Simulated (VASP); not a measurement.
# PtPbI6 (R-3m) in VASP: a series of runs

PtPbI6 is run at these levels: PBEsol, r2SCAN+rVV10; tasks: single point.

All numbers are computed with VASP 6.6.1; they aren't measurements. Logs are shortened: lines on timing, memory, paths and dates and some standing lists are left out, and cuts for length are marked.

### Step 1. The cell of the first run

It takes space group R-3m (No. 166, trigonal). Conventional cell: a = 8.643 Å, b = 8.643 Å, c = 17.589 Å, α = 90.00°, β = 90.00°, γ = 120.00°. Pt (site symmetry -3m) has 6 I at 2.69 Å within 3.5 Å. Pb (site symmetry -3m) has 6 I at 3.15 Å within 4.1 Å. Within 3.5 Å of I (site symmetry m) lie 1 Pt at 2.69 Å and 1 Pb at 3.15 Å.

### Step 2. Single point, PBEsol

INCAR

```
PREC = Accurate ; ENCUT = 520
EDIFF = 1E-6 ; ISMEAR = -1
SIGMA = 0.03 ; LREAL = False
LASPH = True ; NELM = 80
ALGO = Normal ; ISIF = 2
LWAVE = False ; LCHARG = False
GGA = PS ; NBANDS = 43
```

KPOINTS

```
regular mesh
0
Gamma
  4 4 4
```

POSCAR

```
PtPbI6
1.0
    4.3214072894      2.4949656618      5.8631235840
   -4.3214072894      2.4949656618      5.8631235840
    0.0000000000     -4.9899313236      5.8631235840
Pt Pb I
1 1 6
Direct
    0.5000000000      0.5000000000      0.5000000000
    0.0000000000      0.0000000000      0.0000000000
    0.6860483080      0.2642490600      0.2642490600
    0.2642490600      0.6860483080      0.2642490600
    0.2642490600      0.2642490600      0.6860483080
    0.3139516920      0.7357509400      0.7357509400
    0.7357509400      0.3139516920      0.7357509400
    0.7357509400      0.7357509400      0.3139516920
```

Potentials or basis: VASP PAW PBE potentials, release 64 (Pt, Pb_d, I).

Started as:

```
$ cat potpaw_PBE.64/Pt/POTCAR potpaw_PBE.64/Pb_d/POTCAR potpaw_PBE.64/I/POTCAR > POTCAR
$ mpirun -np 1 vasp_std > vasp.out
```

OUTCAR:

```text
PREC = Accurate
   ENCUT = 520
   EDIFF = 1E-6
   ISMEAR = -1
   LREAL = False
   LASPH = True
   NELM = 80
   ISIF = 2
   GGA = PS

 ion  position               nearest neighbor table
   1  0.500  0.500  0.500-   5 2.69   8 2.69   3 2.69   6 2.69   7 2.69   4 2.69
   2  0.000  0.000  0.000-   5 3.15   8 3.15   3 3.15   6 3.15   7 3.15   4 3.15
   3  0.686  0.264  0.264-   1 2.69   2 3.15
   4  0.264  0.686  0.264-   1 2.69   2 3.15
   5  0.264  0.264  0.686-   1 2.69   2 3.15
   6  0.314  0.736  0.736-   1 2.69   2 3.15
   7  0.736  0.314  0.736-   1 2.69   2 3.15
   8  0.736  0.736  0.314-   1 2.69   2 3.15

  LATTYP: Found a trigonal (rhomboedric) cell.
 ALAT       =     7.6990670068
 COS(alpha) =     0.3699076640

  Lattice vectors:

 A1 = (   4.3214072894,   2.4949656618,   5.8631235840)
 A2 = (  -4.3214072894,   2.4949656618,   5.8631235840)
 A3 = (   0.0000000000,  -4.9899313236,   5.8631235840)

Analysis of symmetry for initial positions (statically):
=====================================================================
 Subroutine PRICEL returns:
 Original cell was already a primitive cell.

 Routine SETGRP: Setting up the symmetry group for a
 trigonal (rhombohedral) supercell.

 Subroutine GETGRP returns: Found 12 space group operations
 (whereof 12 operations were pure point group operations)
 out of a pool of 12 trial point group operations.

The static configuration has the point symmetry D_3d.

Analysis of symmetry for dynamics (positions and initial velocities):
=====================================================================
 Subroutine PRICEL returns:
 Original cell was already a primitive cell.

 Routine SETGRP: Setting up the symmetry group for a
 trigonal (rhombohedral) supercell.

 Subroutine GETGRP returns: Found 12 space group operations
 (whereof 12 operations were pure point group operations)
 out of a pool of 12 trial point group operations.

The dynamic configuration has the point symmetry D_3d.

 Subroutine INISYM returns: Found 12 space group operations
 (whereof 12 operations are pure point group operations),
 and found     1 'primitive' translations

----------------------------------------------------------------------------------------

                                     Primitive cell

  volume of cell :     379.2888

  direct lattice vectors                    reciprocal lattice vectors
     4.321407289  2.494965662  5.863123584     0.115703049  0.066801187  0.056852517
    -4.321407289  2.494965662  5.863123584    -0.115703049  0.066801187  0.056852517
     0.000000000 -4.989931324  5.863123584     0.000000000 -0.133602373  0.056852517

  length of vectors
     7.699067007  7.699067007  7.699067007     0.145195740  0.145195740  0.145195740

  position of ions in fractional coordinates (direct lattice)
     0.500000000  0.500000000  0.500000000
     0.000000000  0.000000000  0.000000000
     0.686048308  0.264249060  0.264249060
     0.264249060  0.686048308  0.264249060
     0.264249060  0.264249060  0.686048308
     0.313951692  0.735750940  0.735750940
     0.735750940  0.313951692  0.735750940
     0.735750940  0.735750940  0.313951692

  ion indices of the primitive-cell ions
   primitive index   ion index
                 1           1
                 2           2
                 3           3
                 4           4
                 5           5
                 6           6
                 7           7
                 8           8

----------------------------------------------------------------------------------------

 KPOINTS: regular mesh

Automatic generation of k-mesh.
 Grid dimensions read from file:
 generate k-points for:    4    4    4

 Generating k-lattice:

  Cartesian coordinates                     Fractional coordinates (reciprocal lattice)
     0.028925762  0.016700297  0.014213129     0.250000000  0.000000000  0.000000000
    -0.028925762  0.016700297  0.014213129     0.000000000  0.250000000  0.000000000
     0.000000000 -0.033400593  0.014213129     0.000000000  0.000000000  0.250000000

  Length of vectors
     0.036298935  0.036298935  0.036298935

  Shift w.r.t. Gamma in fractional coordinates (k-lattice)
     0.000000000  0.000000000  0.000000000

 Subroutine IBZKPT returns following result:
 ===========================================

 Found     13 irreducible k-points:

 Following reciprocal coordinates:
            Coordinates               Weight
  0.000000  0.000000  0.000000      1.000000
  0.250000  0.000000  0.000000      6.000000
  0.500000  0.000000  0.000000      3.000000
  0.250000  0.250000  0.000000      6.000000
  0.500000  0.250000 -0.000000     12.000000
 -0.250000  0.250000  0.000000      6.000000
  0.500000  0.500000  0.000000      3.000000
  0.250000  0.250000  0.250000      2.000000
  0.500000  0.250000  0.250000      6.000000
 -0.250000  0.250000  0.250000      6.000000
  0.500000  0.500000  0.250000      6.000000
 -0.250000  0.500000  0.250000      6.000000
  0.500000  0.500000  0.500000      1.000000
   k-points           NKPTS =     13   k-points in BZ     NKDIM =     13   number of bands    NBANDS=     43
   number of dos      NEDOS =    301   number of ions     NIONS =      8
   total plane-waves  NPLWV = 216000
   dimension x,y,z NGX =    60 NGY =   60 NGZ =   60
   dimension x,y,z NGXF=   120 NGYF=  120 NGZF=  120
   ions per type =               1   1   6
   NGX,Y,Z   is equivalent  to a cutoff of  12.96, 12.96, 12.96 a.u.
   NGXF,Y,Z  is equivalent  to a cutoff of  25.91, 25.91, 25.91 a.u.
 SYSTEM =  unknown system
   PREC   = accura    normal or accurate (medium, high low for compatibility)
   ISTART =      0    job   : 0-new  1-cont  2-samecut
   ICHARG =      2    charge: 1-file 2-atom 10-const
   ISPIN  =      1    spin polarized calculation?
   LNONCOLLINEAR =      F non collinear calculations
   LSORBIT =      F    spin-orbit coupling
   LASPH  =      T    aspherical Exc in radial PAW
   ENCUT  =  520.0 eV  38.22 Ry    6.18 a.u.  14.32 14.32 14.32*2*pi/ulx,y,z
   NELM   =     80;   NELMIN=  2; NELMDL= -5     # of ELM steps
   EDIFF  = 0.1E-05   stopping-criterion for ELM
   LREAL  =      F    real-space projection
[... 7 lines left out ...]
   TEBEG  =    0.0;   TEEND  =   0.0 temperature during run
   PSTRESS=    0.0 pullay stress
[... 40 lines left out ...]
 cond. band min:       1.4104416464   @ k =   0.5000   0.2500   0.2500
 fundamental gap:      0.1065529186
 Fermi energy:         1.3462088336

 k-point     1 :       0.0000    0.0000    0.0000
  band No.  band energies     occupation
      1     -15.6575      2.00000
      2     -15.6575      2.00000
      3     -15.6140      2.00000
      4     -15.5937      2.00000
      5     -15.5937      2.00000
      6     -11.5980      2.00000
[... 35 lines left out ...]
     42       7.3022      0.00000
     43       7.3022      0.00000

 k-point     2 :       0.2500    0.0000    0.0000
  band No.  band energies     occupation
      1     -15.6576      2.00000
      2     -15.6575      2.00000
      3     -15.6140      2.00000
      4     -15.5937      2.00000
      5     -15.5937      2.00000
      6     -11.5140      2.00000
[... 35 lines left out ...]
     42       7.4937      0.00000
     43       7.5501      0.00000

 k-point     3 :       0.5000    0.0000    0.0000
  band No.  band energies     occupation
      1     -15.6576      2.00000
      2     -15.6576      2.00000
      3     -15.6139      2.00000
      4     -15.5937      2.00000
      5     -15.5937      2.00000
      6     -11.3787      2.00000
[... 35 lines left out ...]
     42       7.7858      0.00000
     43       7.8363      0.00000

 k-point     4 :       0.2500    0.2500    0.0000
  band No.  band energies     occupation
      1     -15.6577      2.00000
      2     -15.6575      2.00000
      3     -15.6140      2.00000
      4     -15.5937      2.00000
      5     -15.5937      2.00000
      6     -11.4783      2.00000
[... 35 lines left out ...]
     42       7.3232      0.00000
     43       7.8015      0.00000

 k-point     5 :       0.5000    0.2500   -0.0000
  band No.  band energies     occupation
      1     -15.6578      2.00000
      2     -15.6576      2.00000
      3     -15.6139      2.00000
      4     -15.5937      2.00000
      5     -15.5937      2.00000
      6     -11.3414      2.00000
[... 35 lines left out ...]
     42       7.6297      0.00000
     43       7.9738      0.00000

 k-point     6 :      -0.2500    0.2500    0.0000
  band No.  band energies     occupation
      1     -15.6577      2.00000
      2     -15.6576      2.00000
      3     -15.6139      2.00000
      4     -15.5937      2.00000
      5     -15.5937      2.00000
      6     -11.4020      2.00000
[... 35 lines left out ...]
     42       7.6050      0.00000
     43       7.6320      0.00000

 k-point     7 :       0.5000    0.5000    0.0000
  band No.  band energies     occupation
      1     -15.6580      2.00000
      2     -15.6575      2.00000
      3     -15.6139      2.00000
      4     -15.5937      2.00000
      5     -15.5937      2.00000
      6     -11.2955      2.00000
[... 35 lines left out ...]
     42       8.0114      0.00000
     43       8.0936      0.00000

 k-point     8 :       0.2500    0.2500    0.2500
  band No.  band energies     occupation
      1     -15.6576      2.00000
      2     -15.6576      2.00000
      3     -15.6140      2.00000
      4     -15.5937      2.00000
      5     -15.5937      2.00000
      6     -11.4813      2.00000
[... 35 lines left out ...]
     42       7.4512      0.00000
     43       7.4512      0.00000

 k-point     9 :       0.5000    0.2500    0.2500
  band No.  band energies     occupation
      1     -15.6577      2.00000
      2     -15.6576      2.00000
      3     -15.6140      2.00000
      4     -15.5937      2.00000
      5     -15.5937      2.00000
      6     -11.3481      2.00000
[... 35 lines left out ...]
     42       7.6027      0.00000
     43       7.8956      0.00000

 k-point    10 :      -0.2500    0.2500    0.2500
  band No.  band energies     occupation
      1     -15.6578      2.00000
      2     -15.6575      2.00000
      3     -15.6139      2.00000
      4     -15.5937      2.00000
      5     -15.5937      2.00000
      6     -11.3406      2.00000
[... 35 lines left out ...]
     42       7.7357      0.00000
     43       8.0680      0.00000

 k-point    11 :       0.5000    0.5000    0.2500
  band No.  band energies     occupation
      1     -15.6578      2.00000
      2     -15.6576      2.00000
      3     -15.6140      2.00000
      4     -15.5937      2.00000
      5     -15.5937      2.00000
      6     -11.2650      2.00000
[... 35 lines left out ...]
     42       7.6957      0.00000
     43       8.0778      0.00000

 k-point    12 :      -0.2500    0.5000    0.2500
  band No.  band energies     occupation
      1     -15.6579      2.00000
      2     -15.6576      2.00000
      3     -15.6139      2.00000
      4     -15.5937      2.00000
      5     -15.5937      2.00000
      6     -11.2550      2.00000
[... 35 lines left out ...]
     42       7.9214      0.00000
     43       7.9999      0.00000

 k-point    13 :       0.5000    0.5000    0.5000
  band No.  band energies     occupation
      1     -15.6576      2.00000
      2     -15.6576      2.00000
      3     -15.6140      2.00000
      4     -15.5937      2.00000
      5     -15.5937      2.00000
      6     -11.1809      2.00000
[... 35 lines left out ...]
     42       7.6997      0.00000
     43       7.8238      0.00000

------------------------ aborting loop because EDIFF is reached ----------------------------------------

  FORCE on cell =-STRESS in cart. coord.  units (eV):
  Direction    XX          YY          ZZ          XY          YZ          ZX
  --------------------------------------------------------------------------------------
  -------------------------------------------------------------------------------------
  Total       -0.0867075     -0.0867075     -0.0962265      0.0000000      0.0000000      0.0000000
  in kB       -0.3662665     -0.3662665     -0.4064762      0.0000000      0.0000000      0.0000000
  external PRESSURE =      -0.3796697 kB  Pullay stress =       0.0000000 kB

 VOLUME and BASIS-vectors are now :
 -----------------------------------------------------------------------------
  energy-cutoff  :      520.00
  volume of cell :      379.29
      direct lattice vectors                 reciprocal lattice vectors
     4.321407289  2.494965662  5.863123584     0.115703049  0.066801187  0.056852517
    -4.321407289  2.494965662  5.863123584    -0.115703049  0.066801187  0.056852517
     0.000000000 -4.989931324  5.863123584     0.000000000 -0.133602373  0.056852517

 POSITION                                       TOTAL-FORCE (eV/Angst)
 -----------------------------------------------------------------------------------
      0.00000      0.00000      8.79469         0.000000      0.000000      0.000000
      0.00000      0.00000      0.00000         0.000000      0.000000      0.000000
      1.82277      1.05237      7.12104        -0.004889     -0.002823      0.007705
     -1.82277      1.05237      7.12104         0.004889     -0.002823      0.007705
      0.00000     -2.10475      7.12104         0.000000      0.005646      0.007705
     -1.82277     -1.05237     10.46833         0.004889      0.002823     -0.007705
      1.82277     -1.05237     10.46833        -0.004889      0.002823     -0.007705
      0.00000      2.10475     10.46833         0.000000     -0.005646     -0.007705
 -----------------------------------------------------------------------------------
    total drift:                               -0.000000     -0.000000      0.000000

  FREE ENERGIE OF THE ION-ELECTRON SYSTEM (eV)
  ---------------------------------------------------
  free  energy   TOTEN  =       -22.1597958222 eV

  energy  without entropy=      -22.1533220610  energy(sigma->0) =      -22.15655894
```

Wall time 5 min (1 thread of Intel Xeon 8259CL, shared host); peak memory 0.6 GiB.

What came out:

```yaml
Free_energy: -22.1598 eV
Pressure: 0.0 GPa
Largest_force: 0.010 eV/Å
Band_gap_on_the_k_mesh: zero (bands 33 and 34 overlap by 0.27 eV)
```

Forces on the atoms (eV/Å):
```
Pt   0.000  0.000  0.000
Pb   0.000  0.000  0.000
I   -0.005 -0.003  0.008
I    0.005 -0.003  0.008
I    0.000  0.006  0.008
I    0.005  0.003 -0.008
I   -0.005  0.003 -0.008
I    0.000 -0.006 -0.008
```

Levels at points of the mesh, in eV from the Fermi level:
```tsv
k point	band 29	band 30	band 31	band 32	band 33	band 34	band 35	band 36	band 37	band 38
(0.00, 0.00, 0.00)	-0.61	-0.61	-0.22	-0.22	0.16	1.28	1.28	1.89	2.93	2.93
(0.50, 0.00, 0.00)	-0.80	-0.73	-0.71	-0.47	-0.36	0.36	0.71	1.48	3.53	4.82
(0.50, 0.50, 0.00)	-0.76	-0.71	-0.65	-0.58	-0.08	1.37	1.44	2.44	3.13	3.34
(0.50, 0.50, 0.50)	-0.82	-0.82	-0.69	-0.69	-0.39	-0.11	-0.11	1.85	4.62	4.62
```

Caveat: the PAW data sets were made with another functional, which shifts forces and pressure a little; spin-orbit coupling is left out, which moves the levels of the heavy elements.

### Step 3. Single point, r2SCAN+rVV10

This run uses another cell than the first one, of 48.51 Å³/atom.

POSCAR

```
PtPbI6
1.0
    4.2989620749      2.4820069112      6.0615958431
   -4.2989620749      2.4820069112      6.0615958431
    0.0000000000     -4.9640138223      6.0615958431
Pt Pb I
1 1 6
Direct
    0.5000000000      0.5000000000      0.5000000000
    0.0000000000      0.0000000000      0.0000000000
    0.6981628290      0.2659349146      0.2659349146
    0.2659349146      0.6981628290      0.2659349146
    0.2659349146      0.2659349146      0.6981628290
    0.3018371710      0.7340650854      0.7340650854
    0.7340650854      0.3018371710      0.7340650854
    0.7340650854      0.7340650854      0.3018371710
```

INCAR.step1

```
SYSTEM = PtPbI6
ALGO     = Normal         ! electronic algorithm
EDIFF    = 1E-4           ! SCF threshold, eV
ENCUT    = 520            ! plane-wave cutoff, eV
GGA      = PE             ! functional
ISMEAR   = -1             ! smearing method
LASPH    = .True.         ! aspherical terms in the spheres
LCHARG   = .False.        ! write CHGCAR
LREAL    = .False.        ! projectors in reciprocal space
LWAVE    = .True.         ! write WAVECAR
NBANDS   = 43             ! bands
NELM     = 80             ! most SCF steps
PREC     = Accurate       ! precision mode
SIGMA    = 0.03           ! smearing width, eV
```

INCAR.step2

```
SYSTEM = PtPbI6
ALGO     = Normal         ! electronic algorithm
BPARAM   = 11.95        
CPARAM   = 0.0093       
EDIFF    = 1E-6           ! SCF threshold, eV
ENCUT    = 520            ! plane-wave cutoff, eV
ISIF     = 2              ! what is computed and relaxed
ISMEAR   = -1             ! smearing method
ISTART   = 1            
IVDW_NL  = 2            
LASPH    = .True.         ! aspherical terms in the spheres
LCHARG   = .False.        ! write CHGCAR
LMIXTAU  = .True.       
LREAL    = .False.        ! projectors in reciprocal space
LUSE_VDW = .True.       
LWAVE    = .False.        ! write WAVECAR
METAGGA  = R2SCAN         ! meta-GGA
NBANDS   = 43             ! bands
NELM     = 80             ! most SCF steps
PREC     = Accurate       ! precision mode
SIGMA    = 0.03           ! smearing width, eV
```

KPOINTS

```
k-points
0
Gamma
  4 4 4
  0 0 0
```

Potentials or basis: VASP PAW PBE potentials, release 64 (Pt, Pb_d, I).

Started as:

```
$ cat potpaw_PBE.64/Pt/POTCAR potpaw_PBE.64/Pb_d/POTCAR potpaw_PBE.64/I/POTCAR > POTCAR
$ cp INCAR.step1 INCAR
$ mpirun -np 1 vasp_std > vasp.out
$ cp INCAR.step2 INCAR
$ mpirun -np 1 vasp_std > vasp.out
```

Run time: 22 min. Hardware: 1 thread of Intel Xeon 8259CL, shared host; peak memory 1.4 GiB.

It converged, with:

```
Free energy            : -254.0104 eV
Pressure               : 0.1 GPa
Largest force          : 0.014 eV/Å
Band gap on the k mesh : zero (bands 33 and 34 overlap by 0.15 eV)
```

Forces in eV/Å, atoms in the order of the input:
```
Pt   0.000  0.000  0.000
Pb   0.000  0.000  0.000
I    0.010  0.006 -0.007
I   -0.010  0.006 -0.007
I    0.000 -0.012 -0.007
I   -0.010 -0.006  0.007
I    0.010 -0.006  0.007
I    0.000  0.012  0.007
```

Levels at points of the mesh, in eV from the Fermi level:
```tsv
k point	band 30	band 31	band 32	band 33	band 34	band 35	band 36	band 37
(0.00, 0.00, 0.00)	-0.64	-0.12	-0.12	0.09	1.40	1.40	2.43	3.24
(0.50, 0.00, 0.00)	-0.69	-0.54	-0.53	-0.41	0.31	0.75	1.71	4.17
(0.50, 0.50, 0.00)	-0.74	-0.66	-0.60	-0.05	1.42	1.69	3.00	3.60
(0.50, 0.50, 0.50)	-0.76	-0.63	-0.63	-0.50	-0.06	-0.06	2.11	5.06
```

Caveat: the PAW data sets were made with another functional, which shifts forces and pressure a little; spin-orbit coupling is left out, which moves the levels of the heavy elements.

The gap in the log of VASP goes by the Fermi energy; the results here count the filled bands.